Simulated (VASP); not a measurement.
# NiOs (P4/mmm) in VASP: single point with PBE

Aim: the single point of NiOs with PBE.

All numbers are computed with VASP 6.6.1; they aren't measurements. Logs are shortened: lines on timing, memory, paths and dates and some standing lists are left out, and cuts for length are marked.

## Step 1: The cell of the first run

It takes space group P4/mmm (No. 123, tetragonal). The conventional cell has a = 2.777 Å, b = 2.777 Å, c = 3.936 Å, α = 90.00°, β = 90.00°, γ = 90.00°. Ni (site symmetry 4/mmm) has 4 Ni at 2.78 Å and 8 Os at 2.78 Å within 3.7 Å. Within 3.7 Å of Os (site symmetry 4/mmm) lie 4 Os at 2.78 Å and 8 Ni at 2.78 Å.

## Step 2: Single point, PBE, collinear spin, ferromagnetic start

Input file INCAR:

```
SYSTEM = NiOs
  PREC = Accurate
  ENCUT = 520
  EDIFF = 1E-6
  ISMEAR = 0
  SIGMA = 0.1
  LREAL = .False.
  LASPH = .True.
  NELM = 150
  ALGO = Normal
  ISIF = 2
  LWAVE = .False.
  LCHARG = .False.
  ISPIN = 2
  MAGMOM = 2.5 0
  LORBIT = 11
  LMAXMIX = 4
  GGA = PE
  NBANDS = 20
```

Input file KPOINTS:

```
Automatic mesh
0
Gamma
  16 16 12
  0 0 0
```

Input file POSCAR:

```
NiOs
1.0
    2.7771324357      0.0000000000      0.0000000000
    0.0000000000      2.7771324357      0.0000000000
    0.0000000000      0.0000000000      3.9355956832
Ni Os
1 1
Direct
    0.0000000000      0.0000000000      0.0000000000
    0.5000000000      0.5000000000      0.5000000000
```

Potentials or basis: VASP PAW PBE potentials, release 64 (Ni, Os).

The run is started by

```
$ cat potpaw_PBE.64/Ni/POTCAR potpaw_PBE.64/Os/POTCAR > POTCAR
$ mpirun -np 1 vasp_std > vasp.out
```

OUTCAR:

```text
SYSTEM = NiOs
   PREC = Accurate
   ENCUT = 520
   EDIFF = 1E-6
   ISMEAR = 0
   LREAL = .False.
   LASPH = .True.
   NELM = 150
   ISIF = 2
   ISPIN = 2
   LORBIT = 11
   GGA = PE

 ion  position               nearest neighbor table
   1  0.000  0.000  0.000-   2 2.78   2 2.78   2 2.78   2 2.78   2 2.78   2 2.78   2 2.78   2 2.78

   2  0.500  0.500  0.500-   1 2.78   1 2.78   1 2.78   1 2.78   1 2.78   1 2.78   1 2.78   1 2.78

  LATTYP: Found a simple tetragonal cell.
 ALAT       =     2.7771324357
 C/A-ratio  =     1.4171436812

  Lattice vectors:

 A1 = (   2.7771324357,   0.0000000000,   0.0000000000)
 A2 = (   0.0000000000,   2.7771324357,   0.0000000000)
 A3 = (   0.0000000000,   0.0000000000,   3.9355956832)

Analysis of symmetry for initial positions (statically):
=====================================================================
 Subroutine PRICEL returns:
 Original cell was already a primitive cell.

 Routine SETGRP: Setting up the symmetry group for a
 simple tetragonal supercell.

 Subroutine GETGRP returns: Found 16 space group operations
 (whereof 16 operations were pure point group operations)
 out of a pool of 16 trial point group operations.

The static configuration has the point symmetry D_4h.

Analysis of symmetry for dynamics (positions and initial velocities):
=====================================================================
 Subroutine PRICEL returns:
 Original cell was already a primitive cell.

 Routine SETGRP: Setting up the symmetry group for a
 simple tetragonal supercell.

 Subroutine GETGRP returns: Found 16 space group operations
 (whereof 16 operations were pure point group operations)
 out of a pool of 16 trial point group operations.

The dynamic configuration has the point symmetry D_4h.

Analysis of structural, dynamic, and magnetic symmetry:
=====================================================================
 Subroutine PRICEL returns:
 Original cell was already a primitive cell.

 Routine SETGRP: Setting up the symmetry group for a
 simple tetragonal supercell.

 Subroutine GETGRP returns: Found 16 space group operations
 (whereof 16 operations were pure point group operations)
 out of a pool of 16 trial point group operations.

The overall configuration has the point symmetry D_4h.

 Subroutine INISYM returns: Found 16 space group operations
 (whereof 16 operations are pure point group operations),
 and found     1 'primitive' translations

----------------------------------------------------------------------------------------

                                     Primitive cell
[... 116 lines left out ...]
   GGA     = PE    functional components
   LHFCALC =     F    Hartree Fock is set to
   AEXX    =    0.0000 exact exchange contribution
   IVDW    =     0    specifies the selected vdW correction
   LEPSILON=     F    determine dielectric tensor
   LRPA    =     F    only Hartree local field effects (RPA)
 spin polarized calculation
 Gauss-broadening in eV      SIGMA  =   0.10
  energy-cutoff  :      520.00
  volume of cell :       30.35
 maximum number of plane-waves:       832
 NGX is ok and might be reduce to    24
   NGX = 11   NGY = 11   NGZ = 15

 number of electron      17.9999992 magnetization       0.0013230

 number of electron      17.9999992 magnetization      -0.0020763

 Free energy of the ion-electron system (eV)
  ---------------------------------------------------
  ext. energy  EPLUGINS =         0.00000000
  ---------------------------------------------------
  free energy    TOTEN  =       -15.64484773 eV

  energy without entropy =      -15.63279207  energy(sigma->0) =      -15.63881990

 E-fermi :   6.7263     XC(G=0): -12.5713

 val. band max:        6.7261089823   @ k =   0.3125   0.2500   0.3333
 cond. band min:       6.7269498951   @ k =   0.3125   0.2500   0.3333
 fundamental gap:      0.0008409127
 Fermi energy:         6.7263331922

 spin component 1

 k-point     1 :       0.0000    0.0000    0.0000
  band No.  band energies     occupation
      1      -1.8428      1.00000
      2       1.9835      1.00000
      3       2.1806      1.00000
      4       4.8414      1.00000
      5       4.8414      1.00000
      6       4.9745      1.00000
[... 541 lines left out ...]
     19      27.4228      0.00000
     20      29.3743      0.00000

 [... further k-points ...]

 spin component 2

 k-point     1 :       0.0000    0.0000    0.0000
  band No.  band energies     occupation
      1      -1.8428      1.00000
      2       1.9832      1.00000
      3       2.1802      1.00000
      4       4.8400      1.00000
      5       4.8400      1.00000
      6       4.9722      1.00000
[... 541 lines left out ...]
     19      27.4226      0.00000
     20      29.3743      0.00000

 [... further k-points ...]

------------------------ aborting loop because EDIFF is reached ----------------------------------------

  FORCE on cell =-STRESS in cart. coord.  units (eV):
  Direction    XX          YY          ZZ          XY          YZ          ZX
  --------------------------------------------------------------------------------------
  -------------------------------------------------------------------------------------
  Total       -6.9438899     -6.9438899     -6.0632941      0.0000000      0.0000000      0.0000000
  in kB     -366.5301891   -366.5301891   -320.0483231      0.0000000      0.0000000      0.0000000
  external PRESSURE =    -351.0362338 kB  Pullay stress =       0.0000000 kB

 VOLUME and BASIS-vectors are now :
 -----------------------------------------------------------------------------
  energy-cutoff  :      520.00
  volume of cell :       30.35
      direct lattice vectors                 reciprocal lattice vectors
     2.777132436  0.000000000  0.000000000     0.360083656  0.000000000  0.000000000
     0.000000000  2.777132436  0.000000000     0.000000000  0.360083656  0.000000000
     0.000000000  0.000000000  3.935595683     0.000000000  0.000000000  0.254091142

 POSITION                                       TOTAL-FORCE (eV/Angst)
 -----------------------------------------------------------------------------------
      0.00000      0.00000      0.00000         0.000000      0.000000      0.000000
      1.38857      1.38857      1.96780         0.000000      0.000000      0.000000
 -----------------------------------------------------------------------------------
    total drift:                                0.000000      0.000000      0.000000

  FREE ENERGIE OF THE ION-ELECTRON SYSTEM (eV)
  ---------------------------------------------------
  free  energy   TOTEN  =       -15.6448477328 eV

  energy  without entropy=      -15.6327920667  energy(sigma->0) =      -15.63881990

 total charge

# of ion       s       p       d       tot
------------------------------------------
    1        0.406   0.402   8.252   9.060
    2        0.590   0.485   5.788   6.863
--------------------------------------------------
tot          0.996   0.887  14.039  15.922

 magnetization (x)

# of ion       s       p       d       tot
------------------------------------------
    1        0.000   0.000  -0.001  -0.001
    2        0.000   0.000  -0.000  -0.000
--------------------------------------------------
tot          0.000   0.000  -0.001  -0.001
```

Run time: 2.8 min. Hardware: 1 thread of Intel Xeon Platinum 8488C (Sapphire Rapids), shared host; peak memory 0.4 GiB.

Results:

- Free energy: -15.6448 eV
- Pressure: -35.1 GPa
- Band gap on the k mesh: zero (filled and empty bands overlap)
- Net moment: 0.00 μB per cell
- Valence electrons inside the program's atomic spheres: Ni 9.06; Os 6.86

Stress tensor (GPa, compression positive):
```
-36.65   0.00   0.00
  0.00 -36.65   0.00
  0.00   0.00 -32.00
```

Levels at points of the mesh, in eV from the Fermi level:
Spin up:
| k point | band 6 | band 7 | band 8 | band 9 | band 10 | band 11 | band 12 | band 13 |
| --- | --- | --- | --- | --- | --- | --- | --- | --- |
| (0.00, 0.00, 0.00) | -1.75 | -0.87 | -0.76 | 0.99 | 0.99 | 1.43 | 2.07 | 9.10 |
| (0.50, 0.00, 0.00) | -2.00 | -1.28 | -1.15 | -0.86 | 0.43 | 0.51 | 4.06 | 9.37 |
| (0.50, 0.50, 0.00) | -0.36 | 0.45 | 0.45 | 0.87 | 2.17 | 2.17 | 2.98 | 8.69 |
| (0.00, 0.00, 0.50) | -1.37 | -1.26 | -1.26 | -0.79 | -0.19 | -0.19 | 1.31 | 14.89 |
| (0.50, 0.00, 0.50) | -1.77 | -0.33 | -0.08 | 0.03 | 0.25 | 1.01 | 1.05 | 5.88 |
| (0.50, 0.50, 0.50) | -2.17 | -1.20 | -0.38 | 0.05 | 2.99 | 6.58 | 6.91 | 6.91 |
Spin down:
```csv
k point,band 5,band 6,band 7,band 8,band 9,band 10,band 11,band 12,band 13,band 14
"(0.00, 0.00, 0.00)",-1.89,-1.75,-0.87,-0.76,0.99,0.99,1.42,2.07,9.10,11.81
"(0.50, 0.00, 0.00)",-2.19,-2.00,-1.28,-1.15,-0.86,0.43,0.50,4.06,9.37,9.91
"(0.50, 0.50, 0.00)",-0.38,-0.36,0.45,0.45,0.87,2.17,2.17,2.98,8.69,9.35
"(0.00, 0.00, 0.50)",-1.55,-1.37,-1.26,-1.26,-0.79,-0.19,-0.19,1.31,14.89,15.31
"(0.50, 0.00, 0.50)",-1.80,-1.77,-0.33,-0.08,0.03,0.25,1.01,1.05,5.88,6.61
"(0.50, 0.50, 0.50)",-2.18,-2.18,-1.20,-0.38,0.05,2.99,6.58,6.91,6.91,8.32
```

Caveat: the cell stands under tension; the moments typed at the start vanished in this run; spin-orbit coupling is left out, which moves the levels of the heavy elements.
